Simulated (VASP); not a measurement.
**NaC3: relaxation of cell and atoms with PBE**

Crystal: NaC3.

```
Na C
1.0
     4.25395    0.00000    0.00000
    -2.12697    3.68403    0.00000
     0.00000    0.00000    3.33267
Na C
2 6
Direct
  0.33333 0.66667 0.50000
  0.66667 0.33333 0.50000
  0.00000 0.66667 0.00000
  0.66667 0.00000 0.00000
  0.33333 0.33333 0.00000
  0.66667 0.66667 0.00000
  0.33333 0.00000 0.00000
  0.00000 0.33333 0.00000
```

```
Program                : VASP 6.6.1
Task                   : relaxation of cell and atoms
Functional             : PBE
Potentials or basis    : VASP PAW PBE potentials, release 64 (Na_pv, C)
Cutoff                 : 600 eV
k mesh                 : 6 × 6 × 6
Occupations            : gaussian, width 0.1 eV
Spin                   : no spin polarisation
Dipole correction      : no
Further INCAR settings : ALGO = Normal; EDIFF = 1e-06; IBRION = 2; EDIFFG = -0.04; NSW = 90; ISIF = 3
```

```
Relaxed volume                        : 9.49 Å³/atom
Relaxed cell                          : a = 4.396 Å, b = 4.396 Å, c = 4.537 Å, α = 90.00°, β = 90.00°, γ = 120.00°
Space group after relaxing (to 0.1 Å) : P6/mmm (No. 191)
Energy gained by relaxing             : 589.9 meV/atom
Ionic steps                           : 14
Pressure after relaxing               : 0.3 GPa
Band gap on the k mesh                : zero (bands 19 and 20 overlap by 4.19 eV)
```

Stress tensor (GPa, compression positive):
```
0.23 0.00 0.00
0.00 0.23 0.00
0.00 0.00 0.41
```

Step by step:
| step | energy change (eV) | largest force (eV/Å) | pressure (GPa) | volume (Å³) |
| --- | --- | --- | --- | --- |
| 1 | 0.0000 | 0.9957 | 80.51 | 52.23 |
| 2 | -1.9681 | 0.9428 | -28.66 | 81.08 |
| 3 | -3.2462 | 1.0142 | -2.68 | 67.41 |
| 4 | -4.4537 | 0.6429 | 0.71 | 70.47 |
| 5 | -4.4947 | 1.5489 | 3.29 | 71.33 |
| 6 | -4.4471 | 2.4696 | 4.16 | 74.83 |
| 7 | -4.6702 | 0.3873 | 2.63 | 72.99 |
| 8 | -4.7098 | 0.1839 | -0.62 | 75.25 |
| 9 | -4.7109 | 0.0412 | -2.46 | 76.71 |
| 10 | -4.7126 | 0.0959 | -1.80 | 76.15 |
| 11 | -4.7148 | 0.3030 | 1.13 | 75.87 |
| 12 | -4.7183 | 0.1201 | -0.19 | 75.99 |
| 13 | -4.7175 | 0.1695 | 0.96 | 75.83 |
| 14 | -4.7192 | 0.0001 | 0.29 | 75.93 |

Final structure:
```xyz
8
Lattice="4.3958 0.0000 0.0000 -2.1979 3.8069 0.0000 0.0000 0.0000 4.5372" Properties=species:S:1:pos:R:3 pbc="T T T"
Na    0.0000    2.5379    2.2686
Na    2.1979    1.2690    2.2686
C     2.9300    2.5389    0.0000
C     2.9316    0.0000    0.0000
C     0.7321    1.2680    0.0000
C     1.4658    2.5389    0.0000
C    -0.7337    3.8069    0.0000
C    -0.7321    1.2680    0.0000
```

Levels at points of the mesh, in eV from the Fermi level:
```csv
k point,band 16,band 17,band 18,band 19,band 20,band 21,band 22,band 23
"(0.00, 0.00, 0.00)",-4.53,-2.28,-2.28,-1.96,-1.96,-1.72,6.14,6.14
"(0.50, 0.00, 0.00)",-7.04,-7.01,-4.37,-0.40,0.54,1.07,3.94,3.97
"(0.00, 0.00, 0.50)",-4.53,-2.44,-2.44,-2.30,-2.30,1.23,5.35,6.13
"(0.50, 0.00, 0.50)",-7.63,-7.49,-4.57,-1.08,3.25,3.62,3.79,4.06
```

Wall time 9.4 min on 1 thread of Intel Xeon 8259CL (shared host), peak memory 0.2 GiB.

Caveat: the volume moved by over 15 % at a fixed basis, so the end points are rough.
